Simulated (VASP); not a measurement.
A run of VASP 6.6.1:

The input INCAR:

```
SYSTEM = MnO
PREC = Accurate ; ENCUT = 520
EDIFF = 1E-7 ; ISMEAR = -1
SIGMA = 0.05 ; LREAL = .False.
LASPH = .True. ; NELM = 150
ALGO = Normal ; ISIF = 2
LWAVE = .False. ; LCHARG = .False.
ISPIN = 2 ; MAGMOM = 4 0
LORBIT = 11 ; LMAXMIX = 4
LDAU = .True. ; LDAUTYPE = 2
LDAUL = 2 -1 ; LDAUU = 8 0
LDAUJ = 0 0 ; LDAUPRINT = 1
GGA = PE ; NBANDS = 20
```

Contents of KPOINTS:

```
Automatic mesh
0
Gamma
  10 10 10
  0 0 0
```

Contents of POSCAR:

```
MnO
1.0
    0.0000000000      2.2220003300      2.2220003300
    2.2220003300      0.0000000000      2.2220003300
    2.2220003300      2.2220003300      0.0000000000
Mn O
1 1
Direct
    0.0000000000      0.0000000000      0.0000000000
    0.5000000000      0.5000000000      0.5000000000
```

Potentials or basis: VASP PAW PBE potentials, release 64 (Mn_pv, O).

Run with:

```sh
$ cat potpaw_PBE.64/Mn_pv/POTCAR potpaw_PBE.64/O/POTCAR > POTCAR
$ mpirun -np 1 vasp_std > vasp.out
```

Hardware: 1 thread of Intel(R) Xeon(R) 6975P-C (Granite Rapids), on a shared host.

Q: Estimate the wall time of this run.

A: Wall time 16 s on 1 thread of Intel(R) Xeon(R) 6975P-C (Granite Rapids) (shared host), peak memory 0.17 GiB. Counts: scf iterations 16, k points 47.
